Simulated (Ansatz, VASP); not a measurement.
# ZnS: VASP beside Ansatz

Contents of INCAR:

```
PREC = Accurate
ENCUT = 520
EDIFF = 1E-6
ISMEAR = 0
SIGMA = 0.05
LREAL = F
LASPH = T
NELM = 100
ALGO = Normal
ISIF = 2
LWAVE = F
LCHARG = T
GGA = PE
LELF = T
LVHAR = T
NBANDS = 16
```

File KPOINTS:

```
regular mesh
0
Gamma
  10 10 10
```

File POSCAR:

```
ZnS
1.0
    0.0000000000      2.7046500000      2.7046500000
    2.7046500000      0.0000000000      2.7046500000
    2.7046500000      2.7046500000      0.0000000000
Zn S
1 1
Direct
   -0.0533664494     -0.0533664494     -0.0533664494
    0.7500000000      0.7500000000      0.7500000000
```

Input for Ansatz:

```yaml
crystal:
  lattice:
    - [0.0, 2.70465, 2.70465]
    - [2.70465, 0.0, 2.70465]
    - [2.70465, 2.70465, 0.0]
  atoms:
    - { symbol: Zn, position: [-0.0533664494, -0.0533664494, -0.0533664494] }
    - { symbol: S, position: [0.75, 0.75, 0.75] }
basis:
  ecutwfc: 420
kpoints:
  mp_grid: { grid: [10, 10, 10] }
hamiltonian:
  xc: pbe
scf:
  occupations: { method: gaussian, width: 0.05 }
output:
  forces: true
  stress: true
  eigenvalues: true
```

Change from the starting cell: all Zn atoms moved +0.500 Å, as atom 1 towards its neighbour atom 2 (S) at 2.342 Å.

Alike in both runs: task single point; functional PBE; k mesh 10 × 10 × 10; occupations gaussian, width 0.05 eV; no spin polarisation.

```csv
,VASP,Ansatz
version,VASP 6.6.1,Ansatz 0.2.0
potentials or method,"VASP PAW PBE potentials, release 64 (Zn, S), cutoff 520 eV","scalar-relativistic, plane waves, PAW"
valence electrons in the cell,18,18
```

```csv
,VASP,Ansatz,Ansatz less VASP
gap on the k mesh at the Fermi level (eV),1.95,1.93,-0.017
least direct gap on the mesh (eV),1.95,1.93,-0.017
pressure (GPa),18.1,17.8,-0.30
"traceless stress, the component that is largest in VASP (GPa)",20.60,20.45,-0.146
rms of the force components (eV/Å),5.439,5.405,-0.0332
```

Atom by atom the forces differ by 0.033 eV/Å (rms over components). The functional is the same, so the differences come from potentials, cutoffs and numerics.
